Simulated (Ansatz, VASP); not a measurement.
# HfN: VASP beside Ansatz

The input POSCAR:

```
HfN
1.0
    0.0000000000      2.4548220000      2.4548220000
    2.4548220000      0.0000000000      2.4548220000
    2.4548220000      2.4548220000      0.0000000000
Hf N
1 1
Direct
    0.0000000000      0.0000000000      0.0000000000
    0.2500000000      0.2500000000      0.2500000000
```

The input INCAR.step1:

```
SYSTEM = HfN
PREC     = Accurate       ! precision mode
ENCUT    = 520            ! plane-wave cutoff, eV
EDIFF    = 1E-5           ! SCF threshold, eV
ISMEAR   = -1             ! smearing method
SIGMA    = 0.05           ! smearing width, eV
LREAL    = .False.        ! projectors in reciprocal space
LASPH    = .True.         ! aspherical terms in the spheres
NELM     = 100            ! most SCF steps
ALGO     = Normal         ! electronic algorithm
ISIF     = 2              ! what is computed and relaxed
LWAVE    = .True.         ! write WAVECAR
LCHARG   = .False.        ! write CHGCAR
NBANDS   = 14             ! bands
GGA      = PE             ! functional
```

Contents of INCAR.step2:

```
SYSTEM = HfN
PREC     = Accurate       ! precision mode
ENCUT    = 520            ! plane-wave cutoff, eV
EDIFF    = 1E-6           ! SCF threshold, eV
ISMEAR   = -1             ! smearing method
SIGMA    = 0.05           ! smearing width, eV
LREAL    = .False.        ! projectors in reciprocal space
LASPH    = .True.         ! aspherical terms in the spheres
NELM     = 100            ! most SCF steps
ALGO     = Normal         ! electronic algorithm
ISIF     = 2              ! what is computed and relaxed
LWAVE    = .False.        ! write WAVECAR
LCHARG   = .False.        ! write CHGCAR
GGA      = PE             ! functional
LHFCALC  = .True.         ! exact exchange
AEXX     = 0.25           ! exact-exchange fraction
HFSCREEN = 0.2            ! screening, 1/A
PRECFOCK = Normal       
NBANDS   = 14             ! bands
ISTART   = 1
```

File KPOINTS:

```
Automatic mesh
0
Gamma
  5 5 5
  0 0 0
```

File input.yaml:

```yaml
crystal:
  lattice:
    - [0.0, 2.454822, 2.454822]
    - [2.454822, 0.0, 2.454822]
    - [2.454822, 2.454822, 0.0]
  atoms:
    - { symbol: Hf, position: [0.0, 0.0, 0.0] }
    - { symbol: "N", position: [0.25, 0.25, 0.25] }
hamiltonian:
  xc: { exchange: pbe, correlation: pbe, exx: { coeff: 0.25, omega: 0.2 } }
  pseudopotentials: { kind: paw }
kpoints:
  mp_grid: { grid: [5, 5, 5] }
scf:
  occupations: { method: fermi_dirac, width: 0.05 }
output:
  forces: true
  stress: true
  eigenvalues: true
```

Alike in both runs: task single point; functional PBE-based screened hybrid; k mesh 5 × 5 × 5; occupations fermi-dirac, width 0.05 eV; no spin polarisation.

|  | VASP | Ansatz |
| --- | --- | --- |
| version | VASP 6.6.1 | Ansatz 0.2.0 |
| potentials or method | VASP PAW PBE potentials, release 64 (Hf_pv, N) | Ansatz PAW |
| plane-wave cutoff (eV) | 520 | 420 |
| valence electrons in the cell | 15 | 31 |

Ansatz gave:

* gap on the k mesh at the Fermi level (eV): none
* pressure (GPa): -1.5

**Question.** Estimate VASP's values.

**Answer.** gap on the k mesh at the Fermi level (eV): none; pressure (GPa): -4.1.

VASP's potentials were made for PBE, not for PBE-based screened hybrid. A gap of «none» marks a metal or a gap that the smearing closes. The functional is the same, so the differences come from potentials, cutoffs and numerics. VASP's potentials hold 15 valence electrons a cell and Ansatz's 31, so a difference there can come from the potentials and not from the codes.

The k mesh is coarse, so the values compare programs but aren't converged. Neither program's run includes spin-orbit coupling.
